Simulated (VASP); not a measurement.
Here is a VASP 6.6.1 calculation.

Contents of INCAR:

```
SYSTEM = Te2Mo
PREC = Accurate ; ENCUT = 520
EDIFF = 1E-8 ; ISMEAR = 0
SIGMA = 0.01 ; LREAL = .FALSE.
LASPH = .TRUE. ; NELM = 100
ALGO = Normal ; ISIF = 2
LWAVE = .FALSE. ; LCHARG = .FALSE.
GGA = PE ; IVDW = 13
IBRION = 6 ; NFREE = 2
POTIM = 0.015 ; NSW = 1
```

KPOINTS

```
regular mesh
0
G
  9 9 2
  0 0 0
```

The input POSCAR:

```
Te2Mo
1.0
    3.5012935308      0.0000000000      0.0000000000
   -1.7506467654      3.0322091437      0.0000000000
    0.0000000000      0.0000000000     13.7347029314
Te Mo
4 2
Direct
    0.3333333333      0.6666666667      0.6178146883
    0.6666666667      0.3333333333      0.1178146883
    0.3333333333      0.6666666667      0.8821853117
    0.6666666667      0.3333333333      0.3821853117
    0.3333333333      0.6666666667      0.2500000000
    0.6666666667      0.3333333333      0.7500000000
```

Potentials or basis: VASP PAW PBE potentials, release 64 (Te, Mo_sv).

Run with:

```bash
$ cat potpaw_PBE.64/Te/POTCAR potpaw_PBE.64/Mo_sv/POTCAR > POTCAR
$ mpirun -np 1 vasp_std > vasp.out
```

Problem. Estimate the highest phonon frequency at Γ, LO-TO splitting left out.

Solution. 290 cm⁻¹.

Problem. Estimate the dispersion energy per atom.

Solution. -0.574 eV.

Phonon frequencies in cm⁻¹ (negative: imaginary):
```tsv
q point	frequencies
(0.000, 0.000, 0.000)	0 0 0 30 30 44 116 116 119 119 170 177 234 234 234 234 284 290
```
